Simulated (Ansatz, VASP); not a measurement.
## One calculation of Ti2Al5Ni3, two programs

```
Ti Al Ni
1.0
     2.85813    0.00000    0.00000
     0.00000    2.85813    0.00000
     0.00000    0.00000   16.84775
Ti Al Ni
2 5 3
Direct
  0.50000 0.50000 0.38068
  0.50000 0.50000 0.61932
  0.00000 0.00000 0.91261
  0.00000 0.00000 0.08739
  0.00000 0.00000 0.26220
  0.00000 0.00000 0.50000
  0.00000 0.00000 0.73780
  0.50000 0.50000 0.00000
  0.50000 0.50000 0.17437
  0.50000 0.50000 0.82563
```

Alike in both runs: functional PBE; k mesh 14 × 14 × 4; occupations gaussian, width 0.1 eV; no spin polarisation.

Ansatz relaxed the structure, and its values are those at the end. VASP's run is a single point on that final structure, the one shown.

|  | VASP | Ansatz |
| --- | --- | --- |
| version | VASP 6.6.1 | Ansatz 0.2.0 |
| potentials or method | VASP PAW PBE potentials, release 64 (Ti_sv, Al, Ni), cutoff 520 eV | scalar-relativistic, plane waves, PAW |
| valence electrons in the cell | 69 | 93 |

VASP gave:

- gap on the k mesh at the Fermi level (eV): none
- pressure (GPa): -0.1

What did Ansatz give for the same quantities?

gap on the k mesh at the Fermi level (eV): none; pressure (GPa): 0.0.

A gap of «none» marks a metal or a gap that the smearing closes. VASP's potentials hold 69 valence electrons a cell and Ansatz's 93, so a difference there can come from the potentials and not from the codes.
